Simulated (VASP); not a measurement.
Write the native input for VASP 6.6.1 that does the following.

```yaml
Task: single point
Functional: PBE
Potentials_or_basis: VASP PAW PBE potentials, release 64 (C, Ti_sv, O)
Cutoff: 520 eV
k_mesh: 3 × 3 × 3
Occupations: fermi-dirac, width 0.01 eV
Spin: no spin polarisation
Dipole_correction: no
Further_INCAR_settings: LREAL = Auto; ALGO = Normal; EDIFF = 1e-06; NBANDS = 218
```

The structure of Ti15CO32 (a cell with a defect) lies in POSCAR:

```
Ti15CO32
1.0
   -4.5453495500      5.5196194400      4.9091968600
    4.5453495500     -5.5196194400      4.9091968600
    4.5453495500      5.5196194400     -4.9091968600
C Ti O
1 15 32
Direct
    0.7938970301      0.6250000000      0.6688970301
    0.2169115061      0.1250000000      0.5919115061
    0.1910890734      0.6250000000      0.0660890734
    0.7115457875      0.1250000000      0.0865457875
    0.5362449141      0.1269661754      0.4104960202
    0.0580567915      0.6259900693      0.4000089925
    0.0335298448      0.1230338246      0.9092787387
    0.5240189231      0.6240099307      0.9320667221
    0.3163847393      0.3948510655      0.4295876739
    0.7847366084      0.8551489345      0.4215336738
    0.7816186742      0.3739230795      0.9097619692
    0.2858388898      0.8760769205      0.9076955947
    0.4542453992      0.3676898214      0.0895707753
    0.9741743023      0.9001669393      0.1119263163
    0.9617593769      0.3498330607      0.5740073630
    0.4718809539      0.8823101786      0.5865555778
    0.3505567393      0.4081482087      0.6780535746
    0.8583188801      0.9265882195      0.6754784193
    0.8494980769      0.4054248790      0.1744648600
    0.3457924866      0.9025749955      0.1688154237
    0.8675898605      0.5871787665      0.5693126212
    0.4018743203      0.0738152499      0.5558848637
    0.3908282149      0.5727636983      0.0543082528
    0.8970021586      0.0669049267      0.0529638351
    0.7321338546      0.6628212335      0.7804110939
    0.2320696139      0.1761847501      0.8280590704
    0.2315445544      0.6772363017      0.3180645166
    0.7360589084      0.1830950733      0.3300972320
    0.4988901998      0.3234117805      0.4317306607
    0.0199053659      0.8418517913      0.4424085306
    0.0162404282      0.3474250045      0.9432174910
    0.5190399810      0.8445751210      0.9440731979
    0.4687969871      0.6618259699      0.5580331499
    0.9865477742      0.1505284841      0.5525720888
    0.9743252648      0.6552511154      0.0491445090
    0.4828053321      0.1529512036      0.0551228073
    0.2685912498      0.3272009614      0.1770836226
    0.7666406334      0.8189606119      0.1612514313
    0.7686866828      0.3252256956      0.6720795382
    0.2607921224      0.8233203324      0.6695147224
    0.0922908195      0.4310393881      0.4476800215
    0.5998826612      0.9227990386      0.4413902884
    0.5961943900      0.4266796676      0.9374717901
    0.0968538425      0.9247743044      0.9434609872
    0.6462071800      0.5881740301      0.3069710172
    0.1520436048      0.0994715159      0.3360192901
    0.1438933937      0.5947488846      0.8190741494
    0.6521716037      0.0970487964      0.8298541285
```

These files were run (other wordings do the same):

INCAR

```
PREC = Accurate ; ENCUT = 520
EDIFF = 1E-6 ; ISMEAR = -1
SIGMA = 0.01 ; LREAL = Auto
LASPH = True ; NELM = 100
ALGO = Normal ; ISIF = 2
LWAVE = False ; LCHARG = False
GGA = PE ; NBANDS = 218
```

KPOINTS

```
Automatic mesh
0
Gamma
  3 3 3
```

Potentials or basis: VASP PAW PBE potentials, release 64 (C, Ti_sv, O).

Launch:

```bash
$ cat potpaw_PBE.64/C/POTCAR potpaw_PBE.64/Ti_sv/POTCAR potpaw_PBE.64/O/POTCAR > POTCAR
$ mpirun -np 1 vasp_std > vasp.out
```

It gave:

```
Pressure               : 7.7 GPa
Largest force          : 0.616 eV/Å
Band gap on the k mesh : 2.70 eV
```

Run time: 63 min on 1 thread of Intel(R) Xeon(R) Platinum 8488C (Sapphire Rapids) (shared host), peak memory 1.1 GiB.
